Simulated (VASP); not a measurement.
# Si in VASP: notebook, part 2 of 2

VASP 6.6.1. Earlier steps stand in the parts before.

## 4. Electric field gradients, PBE (equal xx and yy strain of -3 %)

File INCAR:

```
SYSTEM = Si
  ALGO = Normal
  EDIFF = 1E-8
  ENCUT = 520
  GGA = PE
  ISIF = 2
  ISMEAR = -1
  LASPH = .True.
  LCHARG = .False.
  LEFG = .True.
  LREAL = .False.
  LWAVE = .False.
  NBANDS = 11
  NELM = 60
  PREC = Accurate
  SIGMA = 0.08
```

File KPOINTS:

```
k-points
0
Gamma
  11 11 11
  0 0 0
```

File POSCAR:

```
Si
1.0
    0.0000000000      2.6340059000      2.7154700000
    2.6340059000      0.0000000000      2.7154700000
    2.6340059000      2.6340059000      0.0000000000
Si
2
Direct
    0.5000000000      0.5000000000      0.5000000000
    0.7500000000      0.7500000000      0.7500000000
```

Potentials or basis: VASP PAW PBE potentials, release 64 (Si).

Started as:

```console
$ cat potpaw_PBE.64/Si/POTCAR > POTCAR
$ mpirun -np 1 vasp_std > vasp.out
```

OUTCAR:

```text
SYSTEM = Si
   EDIFF = 1E-8
   ENCUT = 520
   GGA = PE
   ISIF = 2
   ISMEAR = -1
   LASPH = .True.
   LREAL = .False.
   NELM = 60
   PREC = Accurate

 ion  position               nearest neighbor table
   1  0.500  0.500  0.500-   2 2.30   2 2.30   2 2.30   2 2.30
   2  0.750  0.750  0.750-   1 2.30   1 2.30   1 2.30   1 2.30

  LATTYP: Found a body centered tetragonal cell.
 ALAT       =     3.7250468672
 C/A-ratio  =     1.4579521262

  Lattice vectors:

 A1 = (  -2.6340059000,   0.0000000000,   2.7154700000)
 A2 = (   2.6340059000,   0.0000000000,   2.7154700000)
 A3 = (   0.0000000000,   2.6340059000,  -2.7154700000)

Analysis of symmetry for initial positions (statically):
=====================================================================
 Subroutine PRICEL returns:
 Original cell was already a primitive cell.

 Routine SETGRP: Setting up the symmetry group for a
 body centered tetragonal supercell.

[... 527 lines left out ...]
     0.000000000  2.634005900  2.715470000    -0.189824935  0.189824935  0.184130187
     2.634005900  0.000000000  2.715470000     0.189824935 -0.189824935  0.184130187
     2.634005900  2.634005900  0.000000000     0.189824935  0.189824935 -0.184130187

 POSITION                                       TOTAL-FORCE (eV/Angst)
 -----------------------------------------------------------------------------------
      2.63401      2.63401      2.71547         0.000000      0.000000     -0.000000
      3.95101      3.95101      4.07320        -0.000000     -0.000000      0.000000
 -----------------------------------------------------------------------------------
    total drift:                                0.000000      0.000000     -0.000000

  FREE ENERGIE OF THE ION-ELECTRON SYSTEM (eV)
  ---------------------------------------------------
  free  energy   TOTEN  =       -10.7618996421 eV

  energy  without entropy=      -10.7611356227  energy(sigma->0) =      -10.76151763

 Electric field gradients (V/A^2)
---------------------------------------------------------------------
 ion       V_xx      V_yy      V_zz      V_xy      V_xz      V_yz
---------------------------------------------------------------------
   1       0.083     0.083    -0.167    -0.000    -0.000    -0.000
   2       0.083     0.083    -0.167    -0.000    -0.000    -0.000
---------------------------------------------------------------------

 Electric field gradients after diagonalization (V/A^2)
 (convention: |V_zz| > |V_xx| > |V_yy|)
----------------------------------------------------------------------
 ion       V_xx      V_yy      V_zz     asymmetry (V_yy - V_xx)/ V_zz
----------------------------------------------------------------------
   1       0.084     0.083    -0.167       0.002
   2       0.084     0.083    -0.167       0.002
----------------------------------------------------------------------

           NMR quadrupolar parameters

 Cq : quadrupolar parameter    Cq=e*Q*V_zz/h
 eta: asymmetry parameters     (V_yy - V_xx)/ V_zz
 Q  : nuclear electric quadrupole moment in mb (millibarn)
----------------------------------------------------------------------
 ion       Cq(MHz)       eta       Q (mb)
----------------------------------------------------------------------
   1      -0.000       0.002       1.000
   2      -0.000       0.002       1.000
----------------------------------------------------------------------
```

OSZICAR:

```text
N       E                     dE             d eps       ncg     rms          rms(c)
DAV:   1     0.892317922637E+01    0.89232E+01   -0.34206E+03  2772   0.599E+02
DAV:   2    -0.104406206357E+02   -0.19364E+02   -0.18633E+02  3787   0.881E+01
DAV:   3    -0.109759086454E+02   -0.53529E+00   -0.53405E+00  3558   0.131E+01
DAV:   4    -0.109796600555E+02   -0.37514E-02   -0.37511E-02  3303   0.136E+00
DAV:   5    -0.109796947754E+02   -0.34720E-04   -0.34720E-04  3529   0.123E-01    0.528E+00
DAV:   6    -0.108271183762E+02    0.15258E+00   -0.91553E-02  3129   0.124E+00    0.323E+00
DAV:   7    -0.107605368601E+02    0.66582E-01   -0.16690E-01  3143   0.179E+00    0.249E-01
DAV:   8    -0.107616982617E+02   -0.11614E-02   -0.68943E-03  3223   0.455E-01    0.871E-02
DAV:   9    -0.107618731449E+02   -0.17488E-03   -0.16414E-04  3475   0.825E-02    0.651E-02
DAV:  10    -0.107618994531E+02   -0.26308E-04   -0.24973E-05  3277   0.284E-02    0.922E-03
DAV:  11    -0.107618994937E+02   -0.40636E-07   -0.19328E-06  3441   0.727E-03    0.377E-03
DAV:  12    -0.107618995851E+02   -0.91413E-07   -0.41918E-07  3187   0.415E-03    0.308E-03
DAV:  13    -0.107618996380E+02   -0.52863E-07   -0.70864E-09  3437   0.528E-04    0.235E-04
DAV:  14    -0.107618996421E+02   -0.41221E-08   -0.41378E-10  1854   0.139E-04
   1 F= -.10761900E+02 E0= -.10761518E+02  d E =-.764019E-03
```

stdout:

```text
POSCAR found type information on POSCAR Si
 POSCAR found :  1 types and       2 ions
 scaLAPACK will be used
 LDA part: xc-table for (Slater+PW92), standard interpolation
 POSCAR, INCAR and KPOINTS ok, starting setup
 FFT: planning ... GRIDC
 FFT: planning ... GRID_SOFT
 FFT: planning ... GRID
 WAVECAR not read
 entering main loop
ion   1

ion   2
```

Run time: 37 s. Hardware: 1 thread of Intel Xeon 6975P-C, shared host; peak memory 0.17 GiB.

Results:

* Free energy: -10.7619 eV
* Pressure: 8.6 GPa
* Band gap on the k mesh: 0.31 eV, indirect (least direct gap 2.48 eV)

Caveat: the cell differs from its parent crystal (equal xx and yy strain of -3 %); without QUAD_EFG the Cq values of the log hold for a quadrupole moment of 1 mb, not for the nuclei.

## 5. Electric field gradients, PBE (zz strain of -1 %)

File INCAR:

```
PREC = Accurate ; ENCUT = 520
EDIFF = 1E-8 ; ISMEAR = -1
SIGMA = 0.08 ; LREAL = F
LASPH = T ; NELM = 60
ALGO = Normal ; ISIF = 2
LWAVE = F ; LCHARG = F
GGA = PE ; LEFG = T
NBANDS = 11
```

File KPOINTS:

```
Automatic mesh
0
Gamma
  11 11 11
```

File POSCAR:

```
Si
1.0
    0.0000000000      2.7154700000      2.6883153000
    2.7154700000      0.0000000000      2.6883153000
    2.7154700000      2.7154700000      0.0000000000
Si
2
Direct
    0.5000000000      0.5000000000      0.5000000000
    0.7500000000      0.7500000000      0.7500000000
```

Potentials or basis: VASP PAW PBE potentials, release 64 (Si).

Started as:

```console
$ cat potpaw_PBE.64/Si/POTCAR > POTCAR
$ mpirun -np 1 vasp_std > vasp.out
```

OUTCAR:

```text
PREC = Accurate
   ENCUT = 520
   EDIFF = 1E-8
   ISMEAR = -1
   LREAL = F
   LASPH = T
   NELM = 60
   ISIF = 2
   GGA = PE

 ion  position               nearest neighbor table
   1  0.500  0.500  0.500-   2 2.34   2 2.34   2 2.34   2 2.34
   2  0.750  0.750  0.750-   1 2.34   1 2.34   1 2.34   1 2.34

  LATTYP: Found a body centered tetragonal cell.
 ALAT       =     3.8402545022
 C/A-ratio  =     1.4000714267

  Lattice vectors:

 A1 = (   0.0000000000,  -2.7154700000,  -2.6883153000)
 A2 = (   0.0000000000,   2.7154700000,  -2.6883153000)
 A3 = (   2.7154700000,   0.0000000000,   2.6883153000)

Analysis of symmetry for initial positions (statically):
=====================================================================
 Subroutine PRICEL returns:
 Original cell was already a primitive cell.

 Routine SETGRP: Setting up the symmetry group for a
 body centered tetragonal supercell.

[... 525 lines left out ...]
  volume of cell :       39.65
      direct lattice vectors                 reciprocal lattice vectors
     0.000000000  2.715470000  2.688315300    -0.184130187  0.184130187  0.185990088
     2.715470000  0.000000000  2.688315300     0.184130187 -0.184130187  0.185990088
     2.715470000  2.715470000  0.000000000     0.184130187  0.184130187 -0.185990088

 POSITION                                       TOTAL-FORCE (eV/Angst)
 -----------------------------------------------------------------------------------
      2.71547      2.71547      2.68832        -0.000000     -0.000000      0.000000
      4.07320      4.07320      4.03247         0.000000      0.000000     -0.000000
 -----------------------------------------------------------------------------------
    total drift:                                0.000000      0.000000     -0.000000

  FREE ENERGIE OF THE ION-ELECTRON SYSTEM (eV)
  ---------------------------------------------------
  free  energy   TOTEN  =       -10.8378015697 eV

  energy  without entropy=      -10.8374489074  energy(sigma->0) =      -10.83762524

 Electric field gradients (V/A^2)
---------------------------------------------------------------------
 ion       V_xx      V_yy      V_zz      V_xy      V_xz      V_yz
---------------------------------------------------------------------
   1      -0.051    -0.051     0.102    -0.000    -0.000    -0.000
   2      -0.051    -0.051     0.102    -0.000    -0.000    -0.000
---------------------------------------------------------------------

 Electric field gradients after diagonalization (V/A^2)
 (convention: |V_zz| > |V_xx| > |V_yy|)
----------------------------------------------------------------------
 ion       V_xx      V_yy      V_zz     asymmetry (V_yy - V_xx)/ V_zz
----------------------------------------------------------------------
   1      -0.051    -0.051     0.102       0.002
   2      -0.051    -0.051     0.102       0.002
----------------------------------------------------------------------

           NMR quadrupolar parameters

 Cq : quadrupolar parameter    Cq=e*Q*V_zz/h
 eta: asymmetry parameters     (V_yy - V_xx)/ V_zz
 Q  : nuclear electric quadrupole moment in mb (millibarn)
----------------------------------------------------------------------
 ion       Cq(MHz)       eta       Q (mb)
----------------------------------------------------------------------
   1       0.000       0.002       1.000
   2       0.000       0.002       1.000
----------------------------------------------------------------------
```

OSZICAR:

```text
N       E                     dE             d eps       ncg     rms          rms(c)
DAV:   1     0.877006289600E+01    0.87701E+01   -0.33218E+03  2772   0.592E+02
DAV:   2    -0.104295287624E+02   -0.19200E+02   -0.18328E+02  3674   0.865E+01
DAV:   3    -0.110191435013E+02   -0.58961E+00   -0.58824E+00  3534   0.136E+01
DAV:   4    -0.110236692117E+02   -0.45257E-02   -0.45251E-02  3297   0.149E+00
DAV:   5    -0.110237147751E+02   -0.45563E-04   -0.45563E-04  3507   0.143E-01    0.495E+00
DAV:   6    -0.108947136178E+02    0.12900E+00   -0.74423E-02  3141   0.112E+00    0.302E+00
DAV:   7    -0.108363422054E+02    0.58371E-01   -0.14178E-01  3184   0.166E+00    0.193E-01
DAV:   8    -0.108375785326E+02   -0.12363E-02   -0.61699E-03  3174   0.425E-01    0.821E-02
DAV:   9    -0.108377749053E+02   -0.19637E-03   -0.18510E-04  3460   0.845E-02    0.608E-02
DAV:  10    -0.108378010288E+02   -0.26123E-04   -0.23450E-05  3258   0.277E-02    0.662E-03
DAV:  11    -0.108378013886E+02   -0.35979E-06   -0.19272E-06  3459   0.725E-03    0.334E-03
DAV:  12    -0.108378015200E+02   -0.13147E-06   -0.44780E-07  3156   0.419E-03    0.212E-03
DAV:  13    -0.108378015635E+02   -0.43500E-07   -0.51070E-09  3359   0.460E-04    0.227E-04
DAV:  14    -0.108378015697E+02   -0.61075E-08   -0.48846E-10  1857   0.149E-04
   1 F= -.10837802E+02 E0= -.10837625E+02  d E =-.352662E-03
```

It took 39 s on 1 thread of Intel Xeon 6975P-C, shared host; peak memory 0.18 GiB.

Results:

```yaml
Free_energy: -10.8378 eV
Pressure: 2.9 GPa
Band_gap_on_the_k_mesh: 0.47 eV, indirect (least direct gap 2.50 eV)
```

Levels at points of the mesh, in eV from the valence-band top:
| k point | band 1 | band 2 | band 3 | band 4 | band 5 | band 6 | band 7 | band 8 |
| --- | --- | --- | --- | --- | --- | --- | --- | --- |
| (0.00, 0.00, 0.00) | -12.07 | -0.07 | -0.07 | 0.00 | 2.50 | 2.54 | 2.54 | 3.44 |

Caveat: the cell differs from its parent crystal (zz strain of -1 %); without QUAD_EFG the Cq values of the log hold for a quadrupole moment of 1 mb, not for the nuclei.

## 6. Electric field gradients, PBEsol

File INCAR:

```
PREC = Accurate
ENCUT = 520
EDIFF = 1E-8
ISMEAR = -1
SIGMA = 0.08
LREAL = F
LASPH = T
NELM = 80
ALGO = Normal
ISIF = 2
LWAVE = F
LCHARG = F
GGA = PS
LEFG = T
NBANDS = 11
```

File KPOINTS:

```
regular mesh
0
Gamma
  11 11 11
```

File POSCAR:

```
Si
1.0
    0.0000000000      2.7154700000      2.7154700000
    2.7154700000      0.0000000000      2.7154700000
    2.7154700000      2.7154700000      0.0000000000
Si
2
Direct
    0.5000000000      0.5000000000      0.5000000000
    0.7500000000      0.7500000000      0.7500000000
```

Potentials or basis: VASP PAW PBE potentials, release 64 (Si).

Started as:

```console
$ cat potpaw_PBE.64/Si/POTCAR > POTCAR
$ mpirun -np 1 vasp_std > vasp.out
```

OUTCAR:

```text
PREC = Accurate
   ENCUT = 520
   EDIFF = 1E-8
   ISMEAR = -1
   LREAL = F
   LASPH = T
   NELM = 80
   ISIF = 2
   GGA = PS

 ion  position               nearest neighbor table
   1  0.500  0.500  0.500-   2 2.35   2 2.35   2 2.35   2 2.35
   2  0.750  0.750  0.750-   1 2.35   1 2.35   1 2.35   1 2.35

  LATTYP: Found a face centered cubic cell.
 ALAT       =     5.4309400000

  Lattice vectors:

 A1 = (   0.0000000000,   2.7154700000,   2.7154700000)
 A2 = (   2.7154700000,   0.0000000000,   2.7154700000)
 A3 = (   2.7154700000,   2.7154700000,   0.0000000000)

Analysis of symmetry for initial positions (statically):
=====================================================================
 Subroutine PRICEL returns:
 Original cell was already a primitive cell.

 Routine SETGRP: Setting up the symmetry group for a
 face centered cubic supercell.

[... 525 lines left out ...]
  energy-cutoff  :      520.00
  volume of cell :       40.05
      direct lattice vectors                 reciprocal lattice vectors
     0.000000000  2.715470000  2.715470000    -0.184130187  0.184130187  0.184130187
     2.715470000  0.000000000  2.715470000     0.184130187 -0.184130187  0.184130187
     2.715470000  2.715470000  0.000000000     0.184130187  0.184130187 -0.184130187

 POSITION                                       TOTAL-FORCE (eV/Angst)
 -----------------------------------------------------------------------------------
      2.71547      2.71547      2.71547         0.000000      0.000000     -0.000000
      4.07320      4.07320      4.07320        -0.000000     -0.000000      0.000000
 -----------------------------------------------------------------------------------
    total drift:                               -0.000000     -0.000000     -0.000000

  FREE ENERGIE OF THE ION-ELECTRON SYSTEM (eV)
  ---------------------------------------------------
  free  energy   TOTEN  =       -11.4930801267 eV

  energy  without entropy=      -11.4925381990  energy(sigma->0) =      -11.49280916

 Electric field gradients (V/A^2)
---------------------------------------------------------------------
 ion       V_xx      V_yy      V_zz      V_xy      V_xz      V_yz
---------------------------------------------------------------------
   1       0.000     0.000    -0.000     0.000     0.000     0.000
   2       0.000     0.000    -0.000     0.000     0.000     0.000
---------------------------------------------------------------------

 Electric field gradients after diagonalization (V/A^2)
 (convention: |V_zz| > |V_xx| > |V_yy|)
----------------------------------------------------------------------
 ion       V_xx      V_yy      V_zz     asymmetry (V_yy - V_xx)/ V_zz
----------------------------------------------------------------------
   1      -0.000    -0.000     0.000       0.000
   2      -0.000    -0.000     0.000       0.000
----------------------------------------------------------------------

           NMR quadrupolar parameters

 Cq : quadrupolar parameter    Cq=e*Q*V_zz/h
 eta: asymmetry parameters     (V_yy - V_xx)/ V_zz
 Q  : nuclear electric quadrupole moment in mb (millibarn)
----------------------------------------------------------------------
 ion       Cq(MHz)       eta       Q (mb)
----------------------------------------------------------------------
   1       0.000       0.000       1.000
   2       0.000       0.000       1.000
----------------------------------------------------------------------
```

OSZICAR:

```text
N       E                     dE             d eps       ncg     rms          rms(c)
DAV:   1     0.790221037937E+01    0.79022E+01   -0.33258E+03  1232   0.592E+02
DAV:   2    -0.111170159816E+02   -0.19019E+02   -0.18242E+02  1587   0.860E+01
DAV:   3    -0.117118690297E+02   -0.59485E+00   -0.59281E+00  1559   0.135E+01
DAV:   4    -0.117161220336E+02   -0.42530E-02   -0.42526E-02  1469   0.142E+00
DAV:   5    -0.117161631356E+02   -0.41102E-04   -0.41101E-04  1567   0.134E-01    0.497E+00
DAV:   6    -0.115623401087E+02    0.15382E+00   -0.82962E-02  1397   0.115E+00    0.297E+00
DAV:   7    -0.114924278562E+02    0.69912E-01   -0.14787E-01  1424   0.163E+00    0.183E-01
DAV:   8    -0.114930076604E+02   -0.57980E-03   -0.60042E-03  1403   0.429E-01    0.813E-02
DAV:   9    -0.114930691761E+02   -0.61516E-04   -0.98464E-05  1571   0.648E-02    0.569E-02
DAV:  10    -0.114930803964E+02   -0.11220E-04   -0.12097E-05  1423   0.188E-02    0.718E-03
DAV:  11    -0.114930801376E+02    0.25880E-06   -0.66579E-07  1565   0.405E-03    0.245E-03
DAV:  12    -0.114930800882E+02    0.49400E-07   -0.13974E-07  1394   0.223E-03    0.216E-03
DAV:  13    -0.114930801238E+02   -0.35619E-07   -0.30785E-09  1082   0.304E-04    0.174E-04
DAV:  14    -0.114930801267E+02   -0.28905E-08   -0.20035E-10   775   0.102E-04
   1 F= -.11493080E+02 E0= -.11492809E+02  d E =-.541928E-03
```

stdout:

```text
POSCAR found type information on POSCAR Si
 POSCAR found :  1 types and       2 ions
 scaLAPACK will be used
 -----------------------------------------------------------------------------
|                                                                             |
|                                                                             |
|     You enforced a specific xc type in the INCAR file but a different       |
|     I HOPE YOU KNOW WHAT YOU ARE DOING!                                     |
|                                                                             |
 -----------------------------------------------------------------------------

 LDA part: xc-table for (Slater+PW92), standard interpolation
 POSCAR, INCAR and KPOINTS ok, starting setup
 FFT: planning ... GRIDC
 FFT: planning ... GRID_SOFT
 FFT: planning ... GRID
 WAVECAR not read
 entering main loop
ion   1

ion   2
```

Run time: 11 s. Hardware: 1 thread of Intel Xeon 6975P-C (Granite Rapids), shared host; peak memory 0.16 GiB.

What came out:

- Free energy: -11.4931 eV
- Pressure: 0.2 GPa
- Band gap on the k mesh: 0.48 eV, indirect (least direct gap 2.52 eV)

Caveat: without QUAD_EFG the Cq values of the log hold for a quadrupole moment of 1 mb, not for the nuclei; the PAW data sets were made with another functional, which shifts forces and pressure a little.

## 7. Summary

| level | cell | gap on the mesh (eV) | pressure (GPa) |
| --- | --- | --- | --- |
| PBE | a = 3.784 Å, angles 62.0°, 2 atoms | 0.48 | 2.3 |
| PBE | a = 3.783, b = 3.783, c = 3.725 Å, angles 60.5, 60.5, 59.0°, 2 atoms | 0.31 | 8.6 |
| PBE | a = 3.821, b = 3.821, c = 3.840 Å, angles 59.8, 59.8, 60.3°, 2 atoms | 0.47 | 2.9 |
| PBEsol | a = 3.840 Å, angles 60.0°, 2 atoms | 0.48 | 0.2 |

Alike in all rows: task electric field gradients; potentials or basis VASP PAW PBE potentials, release 64 (Si); no spin polarisation; k mesh 11 × 11 × 11; cutoff (eV) 520; smearing fermi-dirac 0.08 eV.

Caveats: the PAW data sets were made with another functional, which shifts forces and pressure a little (some runs).

Absolute energies hang on the potentials; compare differences alone.
